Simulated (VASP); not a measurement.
# Pt in VASP: further runs

Pt is run at these levels: PBE+D4, PBE0, PBEsol-based global hybrid with 25 % exact exchange, PBEsol-based screened hybrid with 25 % exact exchange, PBE-based screened hybrid with 25 % exact exchange; tasks: relaxation of cell and atoms, single point.

Program: VASP 6.6.1. These are calculated values, not measurements. Logs are shortened: lines on timing, memory, paths and dates and some standing lists are left out, and cuts for length are marked.

## (1) The cell of the first run

The typed cell holds 1 atom: a = 2.743 Å, b = 2.761 Å, c = 2.721 Å, α = 109.34°, β = 109.59°, γ = 109.30°.

## (2) Relaxation of cell and atoms, PBE+D4

File INCAR:

```
SYSTEM = Pt
ALGO = Fast ; EDIFF = 1E-7
EDIFFG = -0.01 ; ENCUT = 600
GGA = PE ; IBRION = 2
ISIF = 3 ; ISMEAR = -1
IVDW = 13 ; LASPH = .TRUE.
LCHARG = .FALSE. ; LREAL = .FALSE.
LWAVE = .FALSE. ; NELM = 100
NSW = 60 ; PREC = Accurate
SIGMA = 0.05
```

File KPOINTS:

```
k-points
0
G
  12 12 12
  0 0 0
```

File POSCAR:

```
Pt
1.0
   -1.5821724000      1.5849819900      1.5846552900
    1.6029151900     -1.5797795700      1.6001956600
    1.5674823500      1.5650895200     -1.5794528700
Pt
1
Direct
    0.0000000000      0.0000000000      0.0000000000
```

Potentials or basis: VASP PAW PBE potentials, release 64 (Pt).

On the command line:

```console
> cat potpaw_PBE.64/Pt/POTCAR > POTCAR
> mpirun -np 1 vasp_std > vasp.out
```

OUTCAR:

```text
SYSTEM = Pt
   EDIFF = 1E-7
   EDIFFG = -0.01
   ENCUT = 600
   GGA = PE
   IBRION = 2
   ISIF = 3
   ISMEAR = -1
   IVDW = 13
   LASPH = .TRUE.
   LREAL = .FALSE.
   NELM = 100
   NSW = 60
   PREC = Accurate

 ion  position               nearest neighbor table
   1  0.000  0.000  0.000-

  LATTYP: Found a triclinic cell.
 ALAT       =     7.0502409581
 B/A-ratio  =     0.6343495643
 C/A-ratio  =     0.3891298857
 COS(alpha) =     0.0001609558
 COS(beta)  =     0.2598621991
 COS(gamma) =     0.9480271513

  Lattice vectors:

 A1 = (  -0.0501228900,   6.2949406000,  -3.1744461100)
 A2 = (  -0.0354328400,   3.1448690900,  -3.1796485300)
 A3 = (  -1.5821724000,   1.5849819900,   1.5846552900)

Analysis of symmetry for initial positions (statically):
=====================================================================
 Subroutine PRICEL returns:
 Original cell was already a primitive cell.

 Routine SETGRP: Setting up the symmetry group for a
 triclinic supercell.

 Subroutine GETGRP returns: Found  2 space group operations
 (whereof  2 operations were pure point group operations)
 out of a pool of  2 trial point group operations.

The static configuration has the point symmetry S_2 .

Analysis of symmetry for dynamics (positions and initial velocities):
=====================================================================
 Subroutine PRICEL returns:
 Original cell was already a primitive cell.

 Routine SETGRP: Setting up the symmetry group for a
 triclinic supercell.

 Subroutine GETGRP returns: Found  2 space group operations
 (whereof  2 operations were pure point group operations)
 out of a pool of  2 trial point group operations.

The dynamic configuration has the point symmetry S_2 .

 Subroutine INISYM returns: Found  2 space group operations
 (whereof  2 operations are pure point group operations),
 and found     1 'primitive' translations

----------------------------------------------------------------------------------------

                                     Primitive cell

  volume of cell :      15.9025

  direct lattice vectors                    reciprocal lattice vectors
    -1.582172400  1.584981990  1.584655290    -0.000582431  0.316932687  0.313472524
     1.602915190 -1.579779570  1.600195660     0.313381304  0.000946240  0.311943852
     1.567482350  1.565089520 -1.579452870     0.316912558  0.318935271 -0.002585014

  length of vectors
     2.743459458  2.761460980  2.720510520     0.445770895  0.442173839  0.449622018

  position of ions in fractional coordinates (direct lattice)
     0.000000000  0.000000000  0.000000000

  ion indices of the primitive-cell ions
   primitive index   ion index
                 1           1

----------------------------------------------------------------------------------------

 KPOINTS: k-points

Automatic generation of k-mesh.
 Grid dimensions read from file:
 generate k-points for:   12   12   12

 Generating k-lattice:

  Cartesian coordinates                     Fractional coordinates (reciprocal lattice)
    -0.000048536  0.026411057  0.026122710     0.083333333 -0.000000000  0.000000000
     0.026115109  0.000078853  0.025995321    -0.000000000  0.083333333  0.000000000
     0.026409380  0.026577939 -0.000215418    -0.000000000  0.000000000  0.083333333

  Length of vectors
     0.037147575  0.036847820  0.037468501

  Shift w.r.t. Gamma in fractional coordinates (k-lattice)
     0.000000000  0.000000000  0.000000000

 Subroutine IBZKPT returns following result:
 ===========================================

 Found    868 irreducible k-points:

 Following reciprocal coordinates:
            Coordinates               Weight
  0.000000  0.000000  0.000000      1.000000
  0.083333  0.000000 -0.000000      2.000000
  0.166667  0.000000 -0.000000      2.000000
  0.250000  0.000000 -0.000000      2.000000
  0.333333 -0.000000 -0.000000      2.000000
  0.416667  0.000000 -0.000000      2.000000
[... 16 lines left out ...]
  0.250000  0.166667 -0.000000      2.000000
  0.333333  0.166667 -0.000000      2.000000
 [... further k-points ...]
   k-points           NKPTS =    868   k-points in BZ     NKDIM =    868   number of bands    NBANDS=      9
   number of dos      NEDOS =    301   number of ions     NIONS =      1
   total plane-waves  NPLWV =  13824
   dimension x,y,z NGX =    24 NGY =   24 NGZ =   24
   dimension x,y,z NGXF=    48 NGYF=   48 NGZF=   48
   ions per type =               1
   NGX,Y,Z   is equivalent  to a cutoff of  14.54, 14.45, 14.67 a.u.
   NGXF,Y,Z  is equivalent  to a cutoff of  29.09, 28.90, 29.33 a.u.
 SYSTEM =  Pt
   PREC   = accura    normal or accurate (medium, high low for compatibility)
   ISTART =      0    job   : 0-new  1-cont  2-samecut
   ICHARG =      2    charge: 1-file 2-atom 10-const
   ISPIN  =      1    spin polarized calculation?
   LNONCOLLINEAR =      F non collinear calculations
   LSORBIT =      F    spin-orbit coupling
   LASPH  =      T    aspherical Exc in radial PAW
   ENCUT  =  600.0 eV  44.10 Ry    6.64 a.u.   5.48  5.52  5.43*2*pi/ulx,y,z
   NELM   =    100;   NELMIN=  2; NELMDL= -5     # of ELM steps
   EDIFF  = 0.1E-06   stopping-criterion for ELM
   LREAL  =      F    real-space projection
   EDIFFG = -.1E-01   stopping-criterion for IOM
   NSW    =     60    number of steps for IOM
   IBRION =      2    ionic relax: 0-MD 1-quasi-New 2-CG
   NFREE  =      1    steps in history (QN), initial steepest desc. (CG)
   ISIF   =      3    stress and relaxation
   ISYM   =      2    0-nonsym 1-usesym 2-fastsym
   POTIM  = 0.5000    time-step for ionic-motion
   TEBEG  =    0.0;   TEEND  =   0.0 temperature during run
   PSTRESS=    0.0 pullay stress
   NELECT =      10.0000    total number of electrons
   NUPDOWN=      -1.0000    fix difference up-down
   EMIN   =  10.00;   EMAX   =-10.00  energy-range for DOS
   EFERMI =   0.00;   METHOD = LEGACY
   ISMEAR =    -1;   SIGMA  =   0.05  broadening in eV -4-tet -1-fermi 0-gaus
   EFERMI_NEDOS =   21; number of points for ismear=-14 and -15
   IALGO  =     68    algorithm
   IMIX   =      4    mixing-type and parameters
     AMIX     =   0.40;   BMIX     =  1.00
     AMIX_MAG =   1.60;   BMIX_MAG =  1.00
  volume/ion in A,a.u.               =      15.90       107.32
  Fermi-wavevector in a.u.,A,eV,Ry     =   1.402556  2.650446 26.764870  1.967162
  Thomas-Fermi vector in A             =   2.525306
   LORBIT       =      0    0 simple, 1 ext, 2 COOP (PROOUT), +10 PAW based schemes
   GGA     = PE    functional components
   LHFCALC =     F    Hartree Fock is set to
   AEXX    =    0.0000 exact exchange contribution
   IVDW    =    13    specifies the selected vdW correction
   LEPSILON=     F    determine dielectric tensor
   LRPA    =     F    only Hartree local field effects (RPA)
 conjugate gradient relaxation of ions
 non-spin polarized calculation
 RMM-DIIS sequential band-by-band and
  energy-cutoff  :      600.00
  volume of cell :       15.90
 maximum number of plane-waves:       547
 NGX is ok and might be reduce to    24
   NGX = 11   NGY = 11   NGZ = 11

--------------------------------------- Ionic step        1  -------------------------------------------

 number of electron      10.0000000 magnetization

 number of electron       9.9999999 magnetization

 Free energy of the ion-electron system (eV)
  ---------------------------------------------------
  ext. energy  EPLUGINS =         0.00000000
  ---------------------------------------------------
  free energy    TOTEN  =        -6.01753107 eV

  energy without entropy =       -6.01119675  energy(sigma->0) =       -6.01436391

------------------------ aborting loop because EDIFF is reached ----------------------------------------

  DFT-D4 for vdW energy calculation

  Edisp (eV):   -0.73416

  FORCE on cell =-STRESS in cart. coord.  units (eV):
  Direction    XX          YY          ZZ          XY          YZ          ZX
  --------------------------------------------------------------------------------------
  -------------------------------------------------------------------------------------
  Total      -0.83855    -0.87288    -0.80891     0.13602    -0.05596    -0.19310
  in kB     -84.48409   -87.94293   -81.49789    13.70389    -5.63770   -19.45497
  external pressure =      -84.64 kB  Pullay stress =        0.00 kB
[... 94 lines left out ...]
  FREE ENERGIE OF THE ION-ELECTRON SYSTEM (eV)
  ---------------------------------------------------
  free  energy   TOTEN  =        -6.7682045555 eV

  energy  without entropy=       -6.7623136353  energy(sigma->0) =       -6.76525910

[... ionic steps 4 to 46 ...]

--------------------------------------- Ionic step       47  -------------------------------------------

 number of electron      10.0000001 magnetization

------------------------ aborting loop because EDIFF is reached ----------------------------------------

  DFT-D4 for vdW energy calculation

  Edisp (eV):   -0.75991
[... 67 lines left out ...]
  energy  without entropy=       -6.8464965547  energy(sigma->0) =       -6.85134767

--------------------------------------- Ionic step       49  -------------------------------------------

 number of electron      10.0000001 magnetization

 Free energy of the ion-electron system (eV)
  ---------------------------------------------------
  ext. energy  EPLUGINS =         0.00000000
  ---------------------------------------------------
  free energy    TOTEN  =        -6.09574514 eV

  energy without entropy =       -6.08604593  energy(sigma->0) =       -6.09089553

 E-fermi :  10.9360     XC(G=0): -13.3718

 val. band max:       10.9351951405   @ k =  -0.4167  -0.4167   0.1667
 cond. band min:      10.9365556055   @ k =   0.3333  -0.1667   0.4167
 fundamental gap:      0.0013604650
 Fermi energy:        10.9359726247

 k-point     1 :       0.0000    0.0000    0.0000
  band No.  band energies     occupation
      1       0.9129      2.00000
      2       6.0063      2.00000
      3       7.7378      2.00000
      4       8.0551      2.00000
      5       8.0869      2.00000
      6      10.5039      1.99965
      7      26.4408      0.00000
      8      26.5060      0.00000
      9      31.5427      0.00000
[... 265 lines left out ...]
 k-point    24 :       0.3333    0.1667   -0.0000
  band No.  band energies     occupation
      1       4.6331      2.00000
      2       5.5708      2.00000
      3       8.0188      2.00000
      4       9.3415      2.00000
      5      10.1201      2.00000
      6      13.1635      0.00000
      7      20.0520      0.00000
      8      23.0293      0.00000
      9      26.2938      0.00000

 [... further k-points ...]

------------------------ aborting loop because EDIFF is reached ----------------------------------------

  DFT-D4 for vdW energy calculation

  Edisp (eV):   -0.76046

  FORCE on cell =-STRESS in cart. coord.  units (eV):
  Direction    XX          YY          ZZ          XY          YZ          ZX
  --------------------------------------------------------------------------------------
  -------------------------------------------------------------------------------------
  Total       0.00926    -0.00446    -0.00580     0.00468    -0.00438    -0.00378
  in kB       0.96719    -0.46608    -0.60518     0.48907    -0.45772    -0.39466
  external pressure =       -0.03 kB  Pullay stress =        0.00 kB
[... 16 lines left out ...]
  FREE ENERGIE OF THE ION-ELECTRON SYSTEM (eV)
  ---------------------------------------------------
  free  energy   TOTEN  =        -6.8562002155 eV

  energy  without entropy=       -6.8465010092  energy(sigma->0) =       -6.85135061

 reached required accuracy - stopping structural energy minimisation
```

Run time: 50 min. Hardware: 1 thread of Intel Xeon 8259CL, shared host; peak memory 0.44 GiB.

What came out:

```
Free energy                           : -6.8562 eV
Relaxed volume                        : 15.35 Å³/atom
Relaxed cell                          : a = 2.738 Å, b = 2.738 Å, c = 2.736 Å, α = 104.48°, β = 120.47°, γ = 104.05°
Space group after relaxing (to 0.1 Å) : I4/mmm (No. 139)
Energy gained by relaxing             : 104.5 meV/atom
Ionic steps                           : 49
Pressure after relaxing               : 0.0 GPa
Band gap on the k mesh                : zero (bands 5 and 6 overlap by 2.06 eV)
Dispersion energy per atom            : -0.760 eV
```

Step by step:
| step | energy change (eV) | largest force (eV/Å) | pressure (GPa) | volume (Å³) |
| --- | --- | --- | --- | --- |
| 1 | 0.0000 | 0.0000 | -8.46 | 15.90 |
| 3 | -0.0165 | 0.0000 | -0.01 | 15.35 |
| 5 | -0.0172 | 0.0000 | -0.10 | 15.36 |
| 7 | -0.0175 | 0.0000 | -0.03 | 15.35 |
| 9 | -0.0216 | 0.0000 | -0.21 | 15.36 |
| 11 | -0.0735 | 0.0000 | -0.01 | 15.30 |
| 13 | -0.0916 | 0.0000 | 0.81 | 15.26 |
| 15 | -0.0978 | 0.0000 | 1.88 | 15.22 |
| 17 | -0.0979 | 0.0000 | 2.21 | 15.21 |
| 19 | -0.0980 | 0.0000 | 2.13 | 15.21 |
| 21 | -0.0984 | 0.0000 | 1.77 | 15.23 |
| 23 | -0.0997 | 0.0000 | 0.45 | 15.30 |
| 25 | -0.1001 | 0.0000 | -0.98 | 15.38 |
| 27 | -0.1009 | 0.0000 | -0.46 | 15.35 |
| 29 | -0.1012 | 0.0000 | 0.19 | 15.31 |
| 31 | -0.1015 | 0.0000 | -0.06 | 15.33 |
| 33 | -0.1018 | 0.0000 | -0.34 | 15.35 |
| 35 | -0.1023 | 0.0000 | 0.80 | 15.30 |
| 37 | -0.1023 | 0.0000 | 1.25 | 15.27 |
| 39 | -0.1027 | 0.0000 | 1.12 | 15.28 |
| 41 | -0.1038 | 0.0000 | 0.68 | 15.31 |
| 43 | -0.1041 | 0.0000 | 0.48 | 15.33 |
| 45 | -0.1044 | 0.0000 | -0.65 | 15.39 |
| 47 | -0.1045 | 0.0000 | -0.16 | 15.36 |
| 49 | -0.1045 | 0.0000 | 0.00 | 15.35 |

Final structure:
```
Pt
1.0
    -1.67554    1.35910    1.68555
     1.67615   -1.36073    1.68360
     1.67605    1.35860   -1.68327
Pt
1
Cartesian
  0.0000 0.0000 0.0000
```

Caveat: spin-orbit coupling is left out, which moves the levels of the heavy elements.

## (3) Single point, PBE0

POSCAR is that of step 2.

File INCAR.step1:

```
SYSTEM = Pt
PREC = Accurate
ENCUT = 520
EDIFF = 1E-5
ISMEAR = -1
SIGMA = 0.05
LREAL = .False.
LASPH = .True.
NELM = 60
ALGO = Normal
ISIF = 2
LWAVE = .True.
LCHARG = .False.
GGA = PE
NBANDS = 11
```

File INCAR.step2:

```
SYSTEM = Pt
PREC = Accurate
ENCUT = 520
EDIFF = 1E-6
ISMEAR = -1
SIGMA = 0.05
LREAL = .False.
LASPH = .True.
NELM = 60
ALGO = Normal
ISIF = 2
LWAVE = .False.
LCHARG = .False.
GGA = PE
LHFCALC = .True.
AEXX = 0.25
PRECFOCK = Normal
ISTART = 1
NBANDS = 11
```

File KPOINTS:

```
Automatic mesh
0
Gamma
  6 6 6
  0 0 0
```

Potentials or basis: VASP PAW PBE potentials, release 64 (Pt).

On the command line:

```console
> cat potpaw_PBE.64/Pt/POTCAR > POTCAR
> cp INCAR.step1 INCAR
> mpirun -np 1 vasp_std > vasp.out
> cp INCAR.step2 INCAR
> mpirun -np 1 vasp_std > vasp.out
```

Wall time 66 min (1 thread of AMD EPYC 7R43 (Zen 3), shared host); peak memory 0.12 GiB.

The run converged. Its results:

```
Free energy            : -7.4001 eV
Pressure               : -8.7 GPa
Band gap on the k mesh : zero (bands 5 and 6 overlap by 3.50 eV)
```

Stress tensor (GPa, compression positive):
```
-9.18  1.79 -2.29
 1.79 -8.84 -0.50
-2.29 -0.50 -8.12
```

Levels at points of the mesh, in eV from the Fermi level:
| k point | band 3 | band 4 | band 5 | band 6 | band 7 | band 8 |
| --- | --- | --- | --- | --- | --- | --- |
| (0.00, 0.00, 0.00) | -4.16 | -4.04 | -1.79 | -1.70 | 18.94 | 19.19 |
| (0.50, 0.00, 0.00) | -1.81 | -1.25 | 1.12 | 1.80 | 8.10 | 15.15 |
| (0.00, 0.50, 0.00) | -1.84 | -1.24 | 1.00 | 1.74 | 7.91 | 15.31 |
| (0.50, 0.50, 0.00) | -1.73 | -1.19 | 1.10 | 1.80 | 8.05 | 15.16 |
| (0.00, 0.00, 0.50) | -1.79 | -1.28 | 1.25 | 1.90 | 8.31 | 15.04 |
| (0.50, 0.00, 0.50) | -1.92 | -1.37 | 1.20 | 1.90 | 8.25 | 15.14 |
| (0.00, 0.50, 0.50) | -1.82 | -1.28 | 1.17 | 1.85 | 8.19 | 15.13 |
| (0.50, 0.50, 0.50) | 1.12 | 1.24 | 1.42 | 9.17 | 9.32 | 9.53 |

Caveat: the k points lie up to 0.47 Å⁻¹ apart, too coarse for converged energies and pressures of a metal; the PAW data sets were made with another functional, which shifts forces and pressure a little; spin-orbit coupling is left out, which moves the levels of the heavy elements.

## (4) Single point, PBEsol-based global hybrid with 25 % exact exchange

This run uses another cell than the first one, of 14.94 Å³/atom.

File POSCAR:

```
Pt
1.0
   -1.5363379800      1.5371094913      1.5818017423
    1.5371111591     -1.5361063321      1.5820187301
    1.5358092688      1.5355805540     -1.5806608000
Pt
1
Direct
    0.0000000000      0.0000000000      0.0000000000
```

File INCAR.step1:

```
SYSTEM = Pt
PREC = Accurate ; ENCUT = 520
EDIFF = 1E-5 ; ISMEAR = -1
SIGMA = 0.05 ; LREAL = .FALSE.
LASPH = .TRUE. ; NELM = 80
ALGO = Normal ; ISIF = 2
LWAVE = .TRUE. ; GGA = PE
NBANDS = 11
```

File INCAR.step2:

```
SYSTEM = Pt
PREC = Accurate ; ENCUT = 520
EDIFF = 1E-6 ; ISMEAR = -1
SIGMA = 0.05 ; LREAL = .FALSE.
LASPH = .TRUE. ; NELM = 80
ALGO = Normal ; ISIF = 2
LWAVE = .FALSE. ; LCHARG = .TRUE.
GGA = PS ; LHFCALC = .TRUE.
AEXX = 0.25 ; PRECFOCK = Normal
LELF = .TRUE. ; LVHAR = .TRUE.
ISTART = 1 ; NBANDS = 11
```

File KPOINTS:

```
Automatic mesh
0
G
  6 6 6
  0 0 0
```

On the command line:

```console
> cat potpaw_PBE.64/Pt/POTCAR > POTCAR
> cp INCAR.step1 INCAR
> mpirun -np 1 vasp_std > vasp.out
> cp INCAR.step2 INCAR
> mpirun -np 1 vasp_std > vasp.out
```

Run time: 59 min. Hardware: 1 thread of Intel Xeon Platinum 8259CL at 2.50GHz (Skylake/Cascade Lake), shared host; peak memory 0.16 GiB.

The run converged. Its results:

```yaml
Free_energy: -8.0234 eV
Pressure: 0.2 GPa
Band_gap_on_the_k_mesh: zero (bands 5 and 6 overlap by 3.82 eV)
```

Levels at points of the mesh, in eV from the Fermi level:
```tsv
k point	band 3	band 4	band 5	band 6	band 7	band 8
(0.00, 0.00, 0.00)	-4.54	-4.26	-1.94	-1.61	18.87	19.45
(0.50, 0.00, 0.00)	-2.02	-1.22	0.89	2.06	8.68	15.38
(0.00, 0.50, 0.00)	-2.02	-1.22	0.89	2.06	8.68	15.38
(0.50, 0.50, 0.00)	-1.60	-1.10	1.12	2.15	8.97	15.06
(0.00, 0.00, 0.50)	-1.60	-1.10	1.13	2.16	8.98	15.06
(0.50, 0.00, 0.50)	-2.01	-1.23	0.90	2.09	8.70	15.37
(0.00, 0.50, 0.50)	-2.01	-1.23	0.90	2.09	8.70	15.37
(0.50, 0.50, 0.50)	1.36	1.51	1.51	8.90	9.86	9.87
```

Caveat: the k points lie up to 0.48 Å⁻¹ apart, too coarse for converged energies and pressures of a metal; the PAW data sets were made with another functional, which shifts forces and pressure a little; spin-orbit coupling is left out, which moves the levels of the heavy elements.

(Part 1 of 2 ends here.)

The gap in the log of VASP goes by the Fermi energy; the results here count the filled bands.